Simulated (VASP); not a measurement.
# RbCaH3 (Pm-3m) in VASP: further runs

The runs below take RbCaH3 through single point, relaxation of volume and atoms at fixed shape, with LDA.

Everything below comes from runs of VASP 6.6.1. Logs are shortened: lines on timing, memory, paths and dates and some standing lists are left out, and cuts for length are marked.

### Step 1. The cell of the first run

The structure is cubic, space group Pm-3m (No. 221). Conventional cell: a = 4.396 Å, b = 4.396 Å, c = 4.396 Å, α = 90.00°, β = 90.00°, γ = 90.00°. Rb (site symmetry m-3m) has 12 H at 3.11 Å and 8 Ca at 3.81 Å within 4.1 Å. Within 2.9 Å of Ca (site symmetry m-3m) lie 6 H at 2.20 Å. Within 2.9 Å of H (site symmetry 4/mmm) lie 2 Ca at 2.20 Å.

### Step 2. Single point, LDA

Input file INCAR:

```
SYSTEM = RbCaH3
  ALGO = Normal
  EDIFF = 1E-7
  ENCUT = 520
  ISIF = 2
  ISMEAR = 1
  LASPH = .True.
  LCHARG = .False.
  LREAL = .False.
  LWAVE = .False.
  NBANDS = 19
  NELM = 60
  PREC = Accurate
  SIGMA = 0.05
```

Input file KPOINTS:

```
k-points
0
Gamma
  5 5 5
  0 0 0
```

Input file POSCAR:

```
RbCaH3
1.0
    4.3957766416      0.0000000000      0.0000000000
    0.0000000000      4.3957766416      0.0000000000
    0.0000000000      0.0000000000      4.3957766416
Rb Ca H
1 1 3
Direct
    0.0000000000      0.0000000000      0.0000000000
    0.5000000000      0.5000000000      0.5000000000
    0.0000000000      0.5000000000      0.5000000000
    0.5000000000      0.0000000000      0.5000000000
    0.5000000000      0.5000000000      0.0000000000
```

Potentials or basis: VASP PAW LDA potentials, release 64 (Rb_sv, Ca_sv, H).

On the command line:

```console
$ cat potpaw_LDA.64/Rb_sv/POTCAR potpaw_LDA.64/Ca_sv/POTCAR potpaw_LDA.64/H/POTCAR > POTCAR
$ mpirun -np 1 vasp_std > vasp.out
```

OUTCAR:

```text
SYSTEM = RbCaH3
   EDIFF = 1E-7
   ENCUT = 520
   ISIF = 2
   ISMEAR = 1
   LASPH = .True.
   LREAL = .False.
   NELM = 60
   PREC = Accurate

 ion  position               nearest neighbor table
   1  0.000  0.000  0.000-   3 3.11   4 3.11   5 3.11   3 3.11   4 3.11   3 3.11   5 3.11   3 3.11
                             4 3.11   5 3.11   4 3.11   5 3.11   2 3.81   2 3.81   2 3.81   2 3.81
   2  0.500  0.500  0.500-   1 3.81   1 3.81   1 3.81   1 3.81   1 3.81   1 3.81   1 3.81   1 3.81

   3  0.000  0.500  0.500-   1 3.11   1 3.11   1 3.11   1 3.11
   4  0.500  0.000  0.500-   1 3.11   1 3.11   1 3.11   1 3.11
   5  0.500  0.500  0.000-   1 3.11   1 3.11   1 3.11   1 3.11

  LATTYP: Found a simple cubic cell.
 ALAT       =     4.3957766416

  Lattice vectors:

 A1 = (   4.3957766416,   0.0000000000,   0.0000000000)
 A2 = (   0.0000000000,   4.3957766416,   0.0000000000)
 A3 = (   0.0000000000,   0.0000000000,   4.3957766416)

Analysis of symmetry for initial positions (statically):
=====================================================================
 Subroutine PRICEL returns:
 Original cell was already a primitive cell.

 Routine SETGRP: Setting up the symmetry group for a
 simple cubic supercell.

 Subroutine GETGRP returns: Found 48 space group operations
 (whereof 48 operations were pure point group operations)
 out of a pool of 48 trial point group operations.

The static configuration has the point symmetry O_h .

Analysis of symmetry for dynamics (positions and initial velocities):
=====================================================================
 Subroutine PRICEL returns:
 Original cell was already a primitive cell.

 Routine SETGRP: Setting up the symmetry group for a
 simple cubic supercell.

 Subroutine GETGRP returns: Found 48 space group operations
 (whereof 48 operations were pure point group operations)
 out of a pool of 48 trial point group operations.

The dynamic configuration has the point symmetry O_h .

 Subroutine INISYM returns: Found 48 space group operations
 (whereof 48 operations are pure point group operations),
 and found     1 'primitive' translations

----------------------------------------------------------------------------------------

                                     Primitive cell

  volume of cell :      84.9389

[... 78 lines left out ...]
   NELM   =     60;   NELMIN=  2; NELMDL= -5     # of ELM steps
   EDIFF  = 0.1E-06   stopping-criterion for ELM
   LREAL  =      F    real-space projection
   EDIFFG = 0.1E-05   stopping-criterion for IOM
   NSW    =      0    number of steps for IOM
   IBRION =     -1    ionic relax: 0-MD 1-quasi-New 2-CG
   NFREE  =      0    steps in history (QN), initial steepest desc. (CG)
   ISIF   =      2    stress and relaxation
   ISYM   =      2    0-nonsym 1-usesym 2-fastsym
   POTIM  = 0.5000    time-step for ionic-motion
   TEBEG  =    0.0;   TEEND  =   0.0 temperature during run
   PSTRESS=    0.0 pullay stress
   NELECT =      22.0000    total number of electrons
   NUPDOWN=      -1.0000    fix difference up-down
   EMIN   =  10.00;   EMAX   =-10.00  energy-range for DOS
   EFERMI =   0.00;   METHOD = LEGACY
   ISMEAR =     1;   SIGMA  =   0.05  broadening in eV -4-tet -1-fermi 0-gaus
   EFERMI_NEDOS =   21; number of points for ismear=-14 and -15
   IALGO  =     38    algorithm
   IMIX   =      4    mixing-type and parameters
     AMIX     =   0.40;   BMIX     =  1.00
     AMIX_MAG =   1.60;   BMIX_MAG =  1.00
  volume/ion in A,a.u.               =      16.99       114.64
  Fermi-wavevector in a.u.,A,eV,Ry     =   1.043550  1.972024 14.816710  1.088997
  Thomas-Fermi vector in A             =   2.178265
   LORBIT       =      0    0 simple, 1 ext, 2 COOP (PROOUT), +10 PAW based schemes
   GGA     = CA    functional components
   LHFCALC =     F    Hartree Fock is set to
   AEXX    =    0.0000 exact exchange contribution
   IVDW    =     0    specifies the selected vdW correction
   LEPSILON=     F    determine dielectric tensor
   LRPA    =     F    only Hartree local field effects (RPA)
 non-spin polarized calculation
 Methfessel and Paxton  Order N= 1 SIGMA  =   0.05
  energy-cutoff  :      520.00
  volume of cell :       84.94
 maximum number of plane-waves:      2305
 NGX is ok and might be reduce to    36
   NGX = 17   NGY = 17   NGZ = 17

 number of electron      22.0000001 magnetization

 Free energy of the ion-electron system (eV)
  ---------------------------------------------------
  ext. energy  EPLUGINS =         0.00000000
  ---------------------------------------------------
  free energy    TOTEN  =       -15.87736127 eV

  energy without entropy =      -15.87767289  energy(sigma->0) =      -15.87746514

 E-fermi :  -1.0244     XC(G=0):  -8.5724

 val. band max:       -1.0660762075   @ k =   0.4000   0.4000   0.0000
 cond. band min:       2.1623195153   @ k =   0.4000   0.4000   0.0000
 fundamental gap:      3.2283957228
 Fermi energy:        -1.0243880057

 k-point     1 :       0.0000    0.0000    0.0000
  band No.  band energies     occupation
      1     -38.8818      2.00000
      2     -26.1549      2.00000
      3     -20.2207      2.00000
      4     -20.2207      2.00000
      5     -20.2207      2.00000
      6     -10.2767      2.00000
[... 197 lines left out ...]
      6     -10.4431      2.00000
[... 11 lines left out ...]
     18       8.3266      0.00000
     19       8.4426      0.00000

------------------------ aborting loop because EDIFF is reached ----------------------------------------

  FORCE on cell =-STRESS in cart. coord.  units (eV):
  Direction    XX          YY          ZZ          XY          YZ          ZX
  --------------------------------------------------------------------------------------
  -------------------------------------------------------------------------------------
  Total        0.0514336      0.0514336      0.0514336      0.0000000     -0.0000000     -0.0000000
  in kB        0.9701757      0.9701757      0.9701757      0.0000000     -0.0000000     -0.0000000
  external PRESSURE =       0.9701757 kB  Pullay stress =       0.0000000 kB

 VOLUME and BASIS-vectors are now :
 -----------------------------------------------------------------------------
  energy-cutoff  :      520.00
  volume of cell :       84.94
      direct lattice vectors                 reciprocal lattice vectors
     4.395776642  0.000000000  0.000000000     0.227491086  0.000000000  0.000000000
     0.000000000  4.395776642  0.000000000     0.000000000  0.227491086  0.000000000
     0.000000000  0.000000000  4.395776642     0.000000000  0.000000000  0.227491086

 POSITION                                       TOTAL-FORCE (eV/Angst)
 -----------------------------------------------------------------------------------
      0.00000      0.00000      0.00000         0.000000      0.000000      0.000000
      2.19789      2.19789      2.19789         0.000000      0.000000      0.000000
      0.00000      2.19789      2.19789         0.000000      0.000000      0.000000
      2.19789      0.00000      2.19789         0.000000      0.000000      0.000000
      2.19789      2.19789      0.00000         0.000000      0.000000      0.000000
 -----------------------------------------------------------------------------------
    total drift:                                0.000000      0.000000      0.000000

  FREE ENERGIE OF THE ION-ELECTRON SYSTEM (eV)
  ---------------------------------------------------
  free  energy   TOTEN  =       -15.8773612710 eV

  energy  without entropy=      -15.8776728915  energy(sigma->0) =      -15.87746514
```

OSZICAR:

```text
N       E                     dE             d eps       ncg     rms          rms(c)
DAV:   1     0.144793900448E+03    0.14479E+03   -0.10550E+04   380   0.106E+03
DAV:   2    -0.839020158273E+01   -0.15318E+03   -0.14979E+03   433   0.264E+02
DAV:   3    -0.173871865433E+02   -0.89970E+01   -0.89673E+01   701   0.551E+01
DAV:   4    -0.175565400637E+02   -0.16935E+00   -0.16921E+00   490   0.673E+00
DAV:   5    -0.175632329496E+02   -0.66929E-02   -0.66926E-02   595   0.811E-01    0.691E+00
DAV:   6    -0.162907819222E+02    0.12725E+01   -0.10776E+00   436   0.395E+00    0.379E+00
DAV:   7    -0.158752191770E+02    0.41556E+00   -0.13915E+00   459   0.422E+00    0.138E+00
DAV:   8    -0.158813864826E+02   -0.61673E-02   -0.12784E-01   472   0.171E+00    0.323E-01
DAV:   9    -0.158774220656E+02    0.39644E-02   -0.97776E-03   478   0.458E-01    0.711E-02
DAV:  10    -0.158773651550E+02    0.56911E-04   -0.15645E-03   524   0.216E-01    0.366E-02
DAV:  11    -0.158773667122E+02   -0.15572E-05   -0.11471E-04   490   0.551E-02    0.228E-02
DAV:  12    -0.158773624053E+02    0.43069E-05   -0.38152E-05   585   0.443E-02    0.132E-02
DAV:  13    -0.158773614036E+02    0.10017E-05   -0.37554E-06   518   0.161E-02    0.440E-03
DAV:  14    -0.158773612775E+02    0.12607E-06   -0.12101E-06   602   0.747E-03    0.167E-03
DAV:  15    -0.158773612710E+02    0.65027E-08   -0.46047E-08   261   0.166E-03
   1 F= -.15877361E+02 E0= -.15877465E+02  d E =0.311620E-03
```

stdout:

```text
POSCAR found type information on POSCAR RbCaH
 POSCAR found :  3 types and       5 ions
 scaLAPACK will be used
 LDA part: xc-table for (Slater(with rela. corr.)+CA(PZ))
 , standard interpolation
 POSCAR, INCAR and KPOINTS ok, starting setup
 FFT: planning ... GRIDC
 FFT: planning ... GRID_SOFT
 FFT: planning ... GRID
 WAVECAR not read
 entering main loop
```

Run time: 41 s. Hardware: 1 thread of AMD EPYC 7R13, shared host; peak memory 0.15 GiB.

Results:

```
Free energy            : -15.8774 eV
Pressure               : 0.1 GPa
Band gap on the k mesh : 3.23 eV, direct
```

A k mesh can miss the band edges.

### Step 3. Relaxation of volume and atoms at fixed shape, LDA

This run uses another cell than the first one, of 18.80 Å³/atom, 1.107 times its volume.

Input file INCAR:

```
  ALGO = Normal
  EDIFF = 1E-6
  EDIFFG = -0.01
  ENCUT = 600
  GGA = CA
  IBRION = 2
  ISIF = 8
  ISMEAR = 1
  LASPH = True
  LCHARG = False
  LREAL = False
  LWAVE = False
  NELM = 100
  NSW = 80
  PREC = Accurate
  SIGMA = 0.05
```

Input file KPOINTS:

```
k-points
0
Gamma
  5 5 5
```

Changes to POSCAR since step 2:

```diff
@@ -2,5 +2,5 @@
 1.0
-    4.3957766416      0.0000000000      0.0000000000
-    0.0000000000      4.3957766416      0.0000000000
-    0.0000000000      0.0000000000      4.3957766416
+    4.5470000000      0.0000000000      0.0000000000
+    0.0000000000      4.5470000000      0.0000000000
+    0.0000000000      0.0000000000      4.5470000000
 Rb Ca H
```

Potentials or basis: VASP PAW LDA potentials, release 64 (Rb_sv, Ca_sv, H).

On the command line:

```console
$ cat potpaw_LDA.64/Rb_sv/POTCAR potpaw_LDA.64/Ca_sv/POTCAR potpaw_LDA.64/H/POTCAR > POTCAR
$ mpirun -np 1 vasp_std > vasp.out
```

Wall time 85 s (1 thread of AMD EPYC 7R13, shared host); peak memory 0.16 GiB.

The run converged. Its results:

```yaml
Free_energy: -15.8795 eV
Relaxed_volume: 17.07 Å³/atom
Relaxed_cell: a = 4.403 Å, b = 4.403 Å, c = 4.403 Å, α = 90.00°, β = 90.00°, γ = 90.00°
Space_group_after_relaxing_to_0.05_Å: Pm-3m (No. 221)
Energy_gained_by_relaxing: 13.5 meV/atom
Ionic_steps: 4
Pressure_after_relaxing: 0.0 GPa
Band_gap_on_the_k_mesh: 3.23 eV, direct
```

Step by step:
```tsv
step	energy change (eV)	largest force (eV/Å)	pressure (GPa)	volume (Å³)
1	0.0000	0.0000	-2.34	94.01
2	-0.0440	0.0000	-1.47	90.33
3	-0.0672	0.0000	-0.18	85.95
4	-0.0676	0.0000	0.01	85.37
```

Final structure:
```cif
data_structure
_symmetry_space_group_name_H-M 'P 1'
_symmetry_Int_Tables_number 1
_cell_length_a 4.4032
_cell_length_b 4.4032
_cell_length_c 4.4032
_cell_angle_alpha 90.000
_cell_angle_beta 90.000
_cell_angle_gamma 90.000
_cell_volume 85.37
loop_
_atom_site_label
_atom_site_type_symbol
_atom_site_fract_x
_atom_site_fract_y
_atom_site_fract_z
_atom_site_occupancy
Rb1 Rb 0.00000 0.00000 0.00000 1
Ca1 Ca 0.50000 0.50000 0.50000 1
H1 H 0.00000 0.50000 0.50000 1
H2 H 0.50000 0.00000 0.50000 1
H3 H 0.50000 0.50000 0.00000 1
```

Levels at points of the mesh, in eV from the valence-band top:
| k point | band 9 | band 10 | band 11 | band 12 | band 13 | band 14 |
| --- | --- | --- | --- | --- | --- | --- |
| (0.00, 0.00, 0.00) | -3.02 | -0.54 | -0.54 | 6.08 | 6.08 | 6.08 |
